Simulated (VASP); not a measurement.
# BN in VASP: single point with PBEsol

Aim: the single point of BN with PBEsol.

Program: VASP 6.6.1. These are calculated values, not measurements. Logs are shortened: lines on timing, memory, paths and dates and some standing lists are left out, and cuts for length are marked.

## (1) The cell of the first run

The cell holds a slab with vacuum, 20 atoms: a = 2.550 Å, b = 3.606 Å, c = 24.474 Å, α = 90.00°, β = 90.00°, γ = 90.00°.

## (2) Single point, PBEsol

The input, INCAR:

```
SYSTEM = BN
PREC = Accurate
ENCUT = 520
EDIFF = 1E-7
ISMEAR = -1
SIGMA = 0.05
LREAL = Auto
LASPH = .True.
NELM = 80
ALGO = Normal
ISIF = 2
LWAVE = .False.
LCHARG = .True.
GGA = PS
LELF = .True.
LVHAR = .True.
NBANDS = 56
```

The input, KPOINTS:

```
regular mesh
0
Gamma
  6 4 1
  0 0 0
```

The input, POSCAR:

```
BN
1.0
    1.8028980000     -1.8028980000      0.0000000000
    0.0000000000      0.0000000000      3.6057950000
  -17.3054280000    -17.3054280000      0.0000000000
B N
10 10
Direct
    0.0012770000      0.0019540000      0.6846320000
    0.0013460000      0.0042270000      0.4740950000
    0.0013020000      0.9528870000      0.2746200000
    0.0013270000      0.0047850000      0.5783630000
    0.0012940000      0.0025170000      0.3703740000
    0.5012940000      0.5025130000      0.6298610000
    0.5013180000      0.5047700000      0.4218740000
    0.5012660000      0.4528980000      0.7256250000
    0.5013580000      0.5042370000      0.5261410000
    0.5012890000      0.5019600000      0.3156070000
    0.0012950000      0.2533090000      0.6302810000
    0.0013150000      0.2547540000      0.4218990000
    0.0012670000      0.2686050000      0.7344180000
    0.0013510000      0.2544030000      0.5261180000
    0.0012870000      0.2590690000      0.3165880000
    0.5013360000      0.7547690000      0.5783380000
    0.5012910000      0.7533120000      0.3699600000
    0.5012790000      0.7590690000      0.6836510000
    0.5013520000      0.7543950000      0.4741210000
    0.5013020000      0.7686010000      0.2658300000
```

Potentials or basis: VASP PAW PBE potentials, release 64 (B, N).

Command:

```console
$ cat potpaw_PBE.64/B/POTCAR potpaw_PBE.64/N/POTCAR > POTCAR
$ mpirun -np 1 vasp_std > vasp.out
```

OUTCAR:

```text
SYSTEM = BN
   PREC = Accurate
   ENCUT = 520
   EDIFF = 1E-7
   ISMEAR = -1
   LREAL = Auto
   LASPH = .True.
   NELM = 80
   ISIF = 2
   GGA = PS

 ion  position               nearest neighbor table
   1  0.001  0.002  0.685-  18 1.55  18 1.55  13 1.55  11 1.61
   2  0.001  0.004  0.474-  14 1.56  19 1.56  19 1.56  12 1.56
   3  0.001  0.953  0.275-  20 1.45  20 1.45  15 1.51
   4  0.001  0.005  0.578-  11 1.55  16 1.56  16 1.56  14 1.56
   5  0.001  0.003  0.370-  12 1.55  17 1.56  17 1.56  15 1.61
   6  0.501  0.503  0.630-  16 1.55  11 1.56  11 1.56  18 1.61
   7  0.501  0.505  0.422-  17 1.55  12 1.56  12 1.56  19 1.56
   8  0.501  0.453  0.726-  13 1.45  13 1.45  18 1.51
   9  0.501  0.504  0.526-  19 1.56  14 1.56  14 1.56  16 1.56
  10  0.501  0.502  0.316-  15 1.55  15 1.55  20 1.55  17 1.61
  11  0.001  0.253  0.630-   4 1.55   6 1.56   6 1.56   1 1.61
  12  0.001  0.255  0.422-   5 1.55   7 1.56   7 1.56   2 1.56
  13  0.001  0.269  0.734-   8 1.45   8 1.45   1 1.55
  14  0.001  0.254  0.526-   2 1.56   9 1.56   9 1.56   4 1.56
  15  0.001  0.259  0.317-   3 1.51  10 1.55  10 1.55   5 1.61
  16  0.501  0.755  0.578-   6 1.55   4 1.56   4 1.56   9 1.56
  17  0.501  0.753  0.370-   7 1.55   5 1.56   5 1.56  10 1.61
  18  0.501  0.759  0.684-   8 1.51   1 1.55   1 1.55   6 1.61
  19  0.501  0.754  0.474-   9 1.56   2 1.56   2 1.56   7 1.56
  20  0.501  0.769  0.266-   3 1.45   3 1.45  10 1.55

  LATTYP: Found a simple orthorhombic cell.
 ALAT       =     2.5496828032
 B/A-ratio  =     1.4142131702
 C/A-ratio  =     9.5986728035

  Lattice vectors:

 A1 = (   1.8028980000,  -1.8028980000,   0.0000000000)
 A2 = (   0.0000000000,   0.0000000000,   3.6057950000)
 A3 = ( -17.3054280000, -17.3054280000,   0.0000000000)

Analysis of symmetry for initial positions (statically):
=====================================================================
 Subroutine PRICEL returns:
 Original cell was already a primitive cell.

 Routine SETGRP: Setting up the symmetry group for a
 simple orthorhombic supercell.

 Subroutine GETGRP returns: Found  1 space group operations
 (whereof  1 operations were pure point group operations)
 out of a pool of  8 trial point group operations.

The static configuration has the point symmetry C_1 .

Analysis of symmetry for dynamics (positions and initial velocities):
=====================================================================
 Subroutine PRICEL returns:
 Original cell was already a primitive cell.

 Routine SETGRP: Setting up the symmetry group for a
 simple orthorhombic supercell.

 Subroutine GETGRP returns: Found  1 space group operations
 (whereof  1 operations were pure point group operations)
[... 136 lines left out ...]
   TEBEG  =    0.0;   TEEND  =   0.0 temperature during run
   PSTRESS=    0.0 pullay stress
   NELECT =      80.0000    total number of electrons
   NUPDOWN=      -1.0000    fix difference up-down
   EMIN   =  10.00;   EMAX   =-10.00  energy-range for DOS
   EFERMI =   0.00;   METHOD = LEGACY
   ISMEAR =    -1;   SIGMA  =   0.05  broadening in eV -4-tet -1-fermi 0-gaus
   EFERMI_NEDOS =   21; number of points for ismear=-14 and -15
   IALGO  =     38    algorithm
   IMIX   =      4    mixing-type and parameters
     AMIX     =   0.40;   BMIX     =  1.00
     AMIX_MAG =   1.60;   BMIX_MAG =  1.00
  volume/ion in A,a.u.               =      11.25        75.92
  Fermi-wavevector in a.u.,A,eV,Ry     =   1.159783  2.191672 18.301143  1.345096
  Thomas-Fermi vector in A             =   2.296372
   LORBIT       =      0    0 simple, 1 ext, 2 COOP (PROOUT), +10 PAW based schemes
   GGA     = PS    functional components
   LHFCALC =     F    Hartree Fock is set to
   AEXX    =    0.0000 exact exchange contribution
   IVDW    =     0    specifies the selected vdW correction
   LEPSILON=     F    determine dielectric tensor
   LRPA    =     F    only Hartree local field effects (RPA)
 non-spin polarized calculation
  energy-cutoff  :      520.00
  volume of cell :      225.00
 maximum number of plane-waves:      6090
 NGX is ok and might be reduce to    20
   NGX =  9   NGY = 13   NGZ = 91

 number of electron      80.0000010 magnetization

 Free energy of the ion-electron system (eV)
  ---------------------------------------------------
  ext. energy  EPLUGINS =         0.00000000
  ---------------------------------------------------
  free energy    TOTEN  =      -179.82637911 eV

  energy without entropy =     -179.82637911  energy(sigma->0) =     -179.82637911

 E-fermi :   1.8244     XC(G=0):  -7.4545

 val. band max:        0.7732388942   @ k =   0.0000   0.0000   0.0000
 cond. band min:       3.1851821204   @ k =   0.5000   0.0000   0.0000
 fundamental gap:      2.4119432262
 Fermi energy:         1.8243739322

 k-point     1 :       0.0000    0.0000    0.0000
  band No.  band energies     occupation
      1     -19.7501      2.00000
      2     -19.3008      2.00000
      3     -18.6122      2.00000
      4     -17.6603      2.00000
      5     -16.4344      2.00000
      6     -15.1685      2.00000
[... 759 lines left out ...]
     51      10.9584      0.00000
     52      10.9585      0.00000
 [bands above 52 left out]

------------------------ aborting loop because EDIFF is reached ----------------------------------------

  FORCE on cell =-STRESS in cart. coord.  units (eV):
  Direction    XX          YY          ZZ          XY          YZ          ZX
  --------------------------------------------------------------------------------------
  -------------------------------------------------------------------------------------
  Total       -0.7328476     -0.7273262      2.6399147      1.0647708     -0.0022614     -0.0000158
  in kB       -5.2184280     -5.1791117     18.7981864      7.5819724     -0.0161030     -0.0001123
  external PRESSURE =       2.8002156 kB  Pullay stress =       0.0000000 kB

 VOLUME and BASIS-vectors are now :
 -----------------------------------------------------------------------------
  energy-cutoff  :      520.00
  volume of cell :      225.00
      direct lattice vectors                 reciprocal lattice vectors
     1.802898000 -1.802898000  0.000000000     0.277331274 -0.277331274  0.000000000
     0.000000000  0.000000000  3.605795000     0.000000000  0.000000000  0.277331351
   -17.305428000-17.305428000  0.000000000    -0.028892669 -0.028892669  0.000000000

 POSITION                                       TOTAL-FORCE (eV/Angst)
 -----------------------------------------------------------------------------------
    -11.84555    -11.85015      0.00705         0.003309      0.002465     -0.010417
     -8.20199     -8.20684      0.01524         0.000190      0.001051      0.003743
     -4.75007     -4.75476      3.43592         0.023418      0.023765      0.005773
    -10.00643    -10.01121      0.01725        -0.001847     -0.001943     -0.003720
     -6.40715     -6.41181      0.00908         0.004443      0.004178     -0.001799
     -9.99623    -11.80380      1.81196        -0.005835     -0.007026      0.000107
[... 12 lines left out ...]
     -7.30098     -9.10875      2.72019        -0.000633      0.000492     -0.001052
     -3.69651     -5.50410      2.77142         0.014520      0.014961     -0.002030
 -----------------------------------------------------------------------------------
    total drift:                                0.001154      0.008186      0.001184

  FREE ENERGIE OF THE ION-ELECTRON SYSTEM (eV)
  ---------------------------------------------------
  free  energy   TOTEN  =      -179.8263791061 eV

  energy  without entropy=     -179.8263791060  energy(sigma->0) =     -179.82637911
```

OSZICAR:

```text
N       E                     dE             d eps       ncg     rms          rms(c)
DAV:   1     0.523203493574E+03    0.52320E+03   -0.39736E+04  1568   0.130E+03
DAV:   2    -0.140421263217E+03   -0.66362E+03   -0.62874E+03  2104   0.323E+02
DAV:   3    -0.189658741554E+03   -0.49237E+02   -0.48726E+02  1952   0.900E+01
[... 17 lines left out ...]
DAV:  21    -0.179826375564E+03   -0.13054E-04   -0.67445E-07  1464   0.166E-03    0.293E-04
DAV:  22    -0.179826378463E+03   -0.28986E-05   -0.14501E-07  1432   0.926E-04    0.237E-04
DAV:  23    -0.179826378927E+03   -0.46407E-06   -0.12741E-08  1320   0.464E-04    0.124E-04
DAV:  24    -0.179826379063E+03   -0.13567E-06   -0.49191E-09  1272   0.216E-04    0.393E-05
DAV:  25    -0.179826379106E+03   -0.43246E-07   -0.22036E-09  1224   0.138E-04
   1 F= -.17982638E+03 E0= -.17982638E+03  d E =-.115492E-09
```

stdout:

```text
POSCAR found type information on POSCAR B N
 POSCAR found :  2 types and      20 ions
 scaLAPACK will be used
 -----------------------------------------------------------------------------
|                                                                             |
|                                                                             |
|     You enforced a specific xc type in the INCAR file but a different       |
|     I HOPE YOU KNOW WHAT YOU ARE DOING!                                     |
|                                                                             |
 -----------------------------------------------------------------------------

 LDA part: xc-table for (Slater+PW92), standard interpolation
 POSCAR, INCAR and KPOINTS ok, starting setup
 FFT: planning ... GRIDC
 FFT: planning ... GRID_SOFT
 FFT: planning ... GRID
 WAVECAR not read
 entering main loop
```

Run time: 6.8 min. Hardware: 1 thread of AMD EPYC 7R13 (Zen 3), shared host; peak memory 0.35 GiB.

What came out:

| Quantity | Value |
| --- | --- |
| Free energy | -179.8264 eV |
| Largest force | 0.034 eV/Å |
| Band gap on the k mesh | 2.41 eV, indirect (least direct gap 2.94 eV) |

Forces on the atoms (eV/Å):
```
B    0.003  0.002 -0.010
B    0.000  0.001  0.004
B    0.023  0.024  0.006
B   -0.002 -0.002 -0.004
B    0.004  0.004 -0.002
B   -0.006 -0.007  0.000
B    0.001  0.002 -0.004
B   -0.024 -0.023  0.005
B   -0.001  0.001  0.003
B   -0.004 -0.006 -0.012
N   -0.003 -0.004  0.000
N    0.000  0.000  0.000
N   -0.012 -0.013 -0.003
N    0.001  0.002 -0.001
N   -0.007 -0.008  0.012
N    0.000  0.001 -0.002
N    0.006  0.004 -0.001
N    0.007  0.007  0.012
N   -0.001  0.000 -0.001
N    0.015  0.015 -0.002
```

Caveat: the k points lie up to 0.44 Å⁻¹ apart; the PAW data sets were made with another functional, which shifts forces and pressure a little.
